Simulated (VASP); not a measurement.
# Pb (C2/m) in VASP: notebook

Pb is run at these levels: r2SCAN; tasks: single point.

Everything below comes from runs of VASP 6.6.1. Logs are shortened: lines on timing, memory, paths and dates and some standing lists are left out, and cuts for length are marked.

### 1 The cell of the first run

Symmetry: C2/m, No. 12, monoclinic system. The conventional cell has a = 6.077 Å, b = 3.501 Å, c = 6.452 Å, α = 90.00°, β = 109.14°, γ = 90.00°. Within 4.4 Å of Pb (site symmetry m) lie 10 Pb at 3.34 to 3.51 Å.

### 2 Single point, r2SCAN

POSCAR reads:

```
Pb
1.0
    3.0386068135     -1.7503199600      0.0000000000
    3.0386068135      1.7503199600      0.0000000000
   -2.1154626375      0.0000000000      6.0952248674
Pb
2
Direct
    0.0914915900      0.0914915900      0.2737078000
    0.9085084100      0.9085084100      0.7262922000
```

INCAR.step1 reads:

```
SYSTEM = Pb
PREC = Accurate
ENCUT = 520
ISMEAR = -1
SIGMA = 0.08
LREAL = .False.
LASPH = .True.
NELM = 100
NBANDS = 21
GGA = PE
ALGO = Normal
EDIFF = 1E-4
LWAVE = .True.
LCHARG = .False.
```

INCAR.step2 reads:

```
SYSTEM = Pb
PREC = Accurate
ENCUT = 520
EDIFF = 1E-6
ISMEAR = -1
SIGMA = 0.08
LREAL = .False.
LASPH = .True.
NELM = 100
ALGO = Normal
ISIF = 2
LWAVE = .False.
LCHARG = .False.
METAGGA = R2SCAN
LMIXTAU = .True.
NBANDS = 21
ISTART = 1
```

KPOINTS reads:

```
regular mesh
0
Gamma
  11 11 6
  0 0 0
```

Potentials or basis: VASP PAW PBE potentials, release 64 (Pb_d).

Launch:

```bash
$ cat potpaw_PBE.64/Pb_d/POTCAR > POTCAR
$ cp INCAR.step1 INCAR
$ mpirun -np 1 vasp_std > vasp.out
$ cp INCAR.step2 INCAR
$ mpirun -np 1 vasp_std > vasp.out
```

OUTCAR:

```text
SYSTEM = Pb
   PREC = Accurate
   ENCUT = 520
   EDIFF = 1E-6
   ISMEAR = -1
   LREAL = .False.
   LASPH = .True.
   NELM = 100
   ISIF = 2
   METAGGA = R2SCAN
   ISTART = 1

 ion  position               nearest neighbor table
   1  0.091  0.091  0.274-   2 3.34   2 3.41   2 3.41   2 3.45
   2  0.909  0.909  0.726-   1 3.34   1 3.41   1 3.41   1 3.45

  LATTYP: Found a base centered monoclinic cell.
 ALAT       =     6.0772136270
 B/A-ratio  =     0.5760271293
 C/A-ratio  =     1.0616534713
 COS(beta)  =    -0.3278823751

  Lattice vectors:

 A1 = (   3.0386068135,  -1.7503199600,   0.0000000000)
 A2 = (   3.0386068135,   1.7503199600,   0.0000000000)
 A3 = (  -2.1154626375,   0.0000000000,   6.0952248674)

Analysis of symmetry for initial positions (statically):
=====================================================================
 Subroutine PRICEL returns:
 Original cell was already a primitive cell.

 Routine SETGRP: Setting up the symmetry group for a
 base centered monoclinic supercell.

 Subroutine GETGRP returns: Found  4 space group operations
 (whereof  4 operations were pure point group operations)
 out of a pool of  4 trial point group operations.

The static configuration has the point symmetry C_2h.

Analysis of symmetry for dynamics (positions and initial velocities):
=====================================================================
 Subroutine PRICEL returns:
 Original cell was already a primitive cell.

 Routine SETGRP: Setting up the symmetry group for a
 base centered monoclinic supercell.

 Subroutine GETGRP returns: Found  4 space group operations
 (whereof  4 operations were pure point group operations)
 out of a pool of  4 trial point group operations.

The dynamic configuration has the point symmetry C_2h.

 Subroutine INISYM returns: Found  4 space group operations
 (whereof  4 operations are pure point group operations),
 and found     1 'primitive' translations

----------------------------------------------------------------------------------------

                                     Primitive cell

  volume of cell :      64.8353

  direct lattice vectors                    reciprocal lattice vectors
     3.038606813 -1.750319960  0.000000000     0.164549095 -0.285662057  0.057109864
     3.038606813  1.750319960  0.000000000     0.164549095  0.285662057  0.057109864
    -2.115462637  0.000000000  6.095224867     0.000000000  0.000000000  0.164062856

  length of vectors
     3.506672401  3.506672401  6.451894943     0.334575480  0.334575480  0.164062856

  position of ions in fractional coordinates (direct lattice)
     0.091491590  0.091491590  0.273707800
     0.908508410  0.908508410  0.726292200

  ion indices of the primitive-cell ions
   primitive index   ion index
                 1           1
                 2           2

----------------------------------------------------------------------------------------

 KPOINTS: regular mesh

Automatic generation of k-mesh.
 Grid dimensions read from file:
 generate k-points for:   11   11    6

 Generating k-lattice:

  Cartesian coordinates                     Fractional coordinates (reciprocal lattice)
     0.014959009 -0.025969278  0.005191806     0.090909091  0.000000000 -0.000000000
     0.014959009  0.025969278  0.005191806     0.000000000  0.090909091 -0.000000000
     0.000000000  0.000000000  0.027343809     0.000000000  0.000000000  0.166666667

  Length of vectors
     0.030415953  0.030415953  0.027343809

  Shift w.r.t. Gamma in fractional coordinates (k-lattice)
     0.000000000  0.000000000  0.000000000

 Subroutine IBZKPT returns following result:
 ===========================================

 Found    204 irreducible k-points:

 Following reciprocal coordinates:
            Coordinates               Weight
  0.000000  0.000000  0.000000      1.000000
  0.090909  0.000000  0.000000      4.000000
  0.181818  0.000000  0.000000      4.000000
  0.272727  0.000000 -0.000000      4.000000
  0.363636  0.000000  0.000000      4.000000
  0.454545  0.000000  0.000000      4.000000
[... 16 lines left out ...]
 -0.272727  0.181818  0.000000      4.000000
 -0.181818  0.181818  0.000000      2.000000
 [... further k-points ...]
   k-points           NKPTS =    204   k-points in BZ     NKDIM =    204   number of bands    NBANDS=     21
   number of dos      NEDOS =    301   number of ions     NIONS =      2
   total plane-waves  NPLWV =  37632
   dimension x,y,z NGX =    28 NGY =   28 NGZ =   48
   dimension x,y,z NGXF=    56 NGYF=   56 NGZF=   96
   ions per type =               2
   NGX,Y,Z   is equivalent  to a cutoff of  13.27, 13.27, 12.37 a.u.
   NGXF,Y,Z  is equivalent  to a cutoff of  26.55, 26.55, 24.74 a.u.
 SYSTEM =  Pb
   PREC   = accura    normal or accurate (medium, high low for compatibility)
   ISTART =      1    job   : 0-new  1-cont  2-samecut
   ICHARG =      0    charge: 1-file 2-atom 10-const
   ISPIN  =      1    spin polarized calculation?
   LNONCOLLINEAR =      F non collinear calculations
   LSORBIT =      F    spin-orbit coupling
   LASPH  =      T    aspherical Exc in radial PAW
   ENCUT  =  520.0 eV  38.22 Ry    6.18 a.u.   6.52  6.52 12.00*2*pi/ulx,y,z
   NELM   =    100;   NELMIN=  2; NELMDL=  0     # of ELM steps
   EDIFF  = 0.1E-05   stopping-criterion for ELM
   LREAL  =      F    real-space projection
   EDIFFG = 0.1E-04   stopping-criterion for IOM
   NSW    =      0    number of steps for IOM
   IBRION =     -1    ionic relax: 0-MD 1-quasi-New 2-CG
   NFREE  =      0    steps in history (QN), initial steepest desc. (CG)
   ISIF   =      2    stress and relaxation
   ISYM   =      2    0-nonsym 1-usesym 2-fastsym
   POTIM  = 0.5000    time-step for ionic-motion
   TEBEG  =    0.0;   TEEND  =   0.0 temperature during run
   PSTRESS=    0.0 pullay stress
   NELECT =      28.0000    total number of electrons
   NUPDOWN=      -1.0000    fix difference up-down
   EMIN   =  10.00;   EMAX   =-10.00  energy-range for DOS
   EFERMI =   0.00;   METHOD = LEGACY
   ISMEAR =    -1;   SIGMA  =   0.08  broadening in eV -4-tet -1-fermi 0-gaus
   EFERMI_NEDOS =   21; number of points for ismear=-14 and -15
   IALGO  =     38    algorithm
   IMIX   =      4    mixing-type and parameters
     AMIX     =   0.40;   BMIX     =  1.00
     AMIX_MAG =   1.60;   BMIX_MAG =  1.00
  volume/ion in A,a.u.               =      32.42       218.77
  Fermi-wavevector in a.u.,A,eV,Ry     =   1.237438  2.338420 20.833975  1.531254
  Thomas-Fermi vector in A             =   2.372006
   LORBIT       =      0    0 simple, 1 ext, 2 COOP (PROOUT), +10 PAW based schemes
   METAGGA = R2SCAN    functional components
   LHFCALC =     F    Hartree Fock is set to
   AEXX    =    0.0000 exact exchange contribution
   IVDW    =     0    specifies the selected vdW correction
   LEPSILON=     F    determine dielectric tensor
   LRPA    =     F    only Hartree local field effects (RPA)
 non-spin polarized calculation
  energy-cutoff  :      520.00
  volume of cell :       64.84
 maximum number of plane-waves:      1774
 NGX is ok and might be reduce to    28
   NGX = 13   NGY = 13   NGZ = 23

 number of electron      27.9999996 magnetization

 Free energy of the ion-electron system (eV)
  ---------------------------------------------------
  ext. energy  EPLUGINS =         0.00000000
  ---------------------------------------------------
  free energy    TOTEN  =      -112.46297050 eV

  energy without entropy =     -112.43940580  energy(sigma->0) =     -112.45118815

 E-fermi :   6.5013     XC(G=0): -10.5201

 val. band max:        6.4912254242   @ k =  -0.2727   0.1818   0.3333
 cond. band min:       6.5235100543   @ k =  -0.1818   0.1818   0.0000
 fundamental gap:      0.0322846301
 Fermi energy:         6.5013174174

 k-point     1 :       0.0000    0.0000    0.0000
  band No.  band energies     occupation
      1     -11.3251      2.00000
      2     -11.2120      2.00000
      3     -11.2118      2.00000
      4     -11.2086      2.00000
      5     -11.2081      2.00000
      6     -11.1817      2.00000
[... 13 lines left out ...]
     20      16.5259      0.00000
     21      17.1145      0.00000

 k-point     2 :       0.0909    0.0000    0.0000
  band No.  band energies     occupation
      1     -11.3173      2.00000
      2     -11.2209      2.00000
      3     -11.2137      2.00000
      4     -11.1935      2.00000
      5     -11.1906      2.00000
      6     -11.1589      2.00000
[... 13 lines left out ...]
     20      16.5776      0.00000
     21      17.2089      0.00000

 k-point     3 :       0.1818    0.0000    0.0000
  band No.  band energies     occupation
      1     -11.3008      2.00000
      2     -11.2432      2.00000
      3     -11.2270      2.00000
      4     -11.1493      2.00000
      5     -11.1431      2.00000
      6     -11.1382      2.00000
[... 13 lines left out ...]
     20      15.6821      0.00000
     21      17.2576      0.00000

 k-point     4 :       0.2727    0.0000   -0.0000
  band No.  band energies     occupation
      1     -11.3011      2.00000
      2     -11.2623      2.00000
      3     -11.2388      2.00000
      4     -11.1900      2.00000
      5     -11.1228      2.00000
      6     -11.0748      2.00000
[... 13 lines left out ...]
     20      14.8653      0.00000
     21      15.7271      0.00000

 k-point     5 :       0.3636    0.0000    0.0000
  band No.  band energies     occupation
      1     -11.3233      2.00000
      2     -11.2798      2.00000
      3     -11.2506      2.00000
      4     -11.2246      2.00000
      5     -11.1266      2.00000
      6     -11.0319      2.00000
[... 13 lines left out ...]
     20      14.5098      0.00000
     21      15.1961      0.00000
[... 382 lines left out ...]
     20      16.5038      0.00000
     21      16.9483      0.00000

 k-point    22 :      -0.3636    0.1818    0.0000
  band No.  band energies     occupation
      1     -11.3015      2.00000
      2     -11.2513      2.00000
      3     -11.2230      2.00000
      4     -11.1875      2.00000
      5     -11.1496      2.00000
      6     -11.0500      2.00000
[... 13 lines left out ...]
     20      16.5691      0.00000
     21      17.0441      0.00000

 k-point    23 :      -0.2727    0.1818    0.0000
  band No.  band energies     occupation
      1     -11.2908      2.00000
      2     -11.2433      2.00000
      3     -11.2279      2.00000
      4     -11.1767      2.00000
      5     -11.1446      2.00000
      6     -11.0705      2.00000
[... 13 lines left out ...]
     20      16.8229      0.00000
     21      17.3087      0.00000

 k-point    24 :      -0.1818    0.1818    0.0000
  band No.  band energies     occupation
      1     -11.2846      2.00000
      2     -11.2420      2.00000
      3     -11.2302      2.00000
      4     -11.1493      2.00000
      5     -11.1452      2.00000
      6     -11.1032      2.00000
[... 13 lines left out ...]
     20      17.0525      0.00000
     21      17.4978      0.00000

 [... further k-points ...]

------------------------ aborting loop because EDIFF is reached ----------------------------------------

  FORCE on cell =-STRESS in cart. coord.  units (eV):
  Direction    XX          YY          ZZ          XY          YZ          ZX
  --------------------------------------------------------------------------------------
  -------------------------------------------------------------------------------------
  Total       -0.2014721     -0.2032710      0.1178411      0.0000000      0.0000000     -0.0541367
  in kB       -4.9786765     -5.0231284      2.9120282      0.0000000      0.0000000     -1.3377981
  external PRESSURE =      -2.3632589 kB  Pullay stress =       0.0000000 kB

 VOLUME and BASIS-vectors are now :
 -----------------------------------------------------------------------------
  energy-cutoff  :      520.00
  volume of cell :       64.84
      direct lattice vectors                 reciprocal lattice vectors
     3.038606813 -1.750319960  0.000000000     0.164549095 -0.285662057  0.057109864
     3.038606813  1.750319960  0.000000000     0.164549095  0.285662057  0.057109864
    -2.115462637  0.000000000  6.095224867     0.000000000  0.000000000  0.164062856

 POSITION                                       TOTAL-FORCE (eV/Angst)
 -----------------------------------------------------------------------------------
     -0.02300      0.00000      1.66831        -0.014776      0.000000      0.012777
      3.98476      0.00000      4.42691         0.014776      0.000000     -0.012777
 -----------------------------------------------------------------------------------
    total drift:                                0.000000      0.000000     -0.000000

  FREE ENERGIE OF THE ION-ELECTRON SYSTEM (eV)
  ---------------------------------------------------
  free  energy   TOTEN  =      -112.4629704959 eV

  energy  without entropy=     -112.4394058008  energy(sigma->0) =     -112.45118815
```

Wall time 11 min (1 thread of AMD EPYC 7R13 (Zen 3), shared host); peak memory 0.32 GiB.

Results:

| Quantity | Value |
| --- | --- |
| Free energy | -112.4630 eV |
| Pressure | -0.2 GPa |
| Largest force | 0.020 eV/Å |
| Band gap on the k mesh | zero (bands 14 and 15 overlap by 8.31 eV) |

Forces in eV/Å, atoms in the order of the input:
```
Pb  -0.015  0.000  0.013
Pb   0.015  0.000 -0.013
```

Levels at points of the mesh, in eV from the Fermi level:
```tsv
k point	band 11	band 12	band 13	band 14	band 15	band 16	band 17	band 18
(0.00, 0.00, 0.00)	-12.06	-8.81	-4.20	6.47	6.63	6.69	6.74	6.86
(0.00, 0.00, 0.50)	-11.43	-10.38	-0.29	0.69	5.77	5.82	7.84	7.99
```

Caveat: the PAW data sets were made with another functional, which shifts forces and pressure a little; spin-orbit coupling is left out, which moves the levels of the heavy elements.

(Part 1 of 2 ends here.)
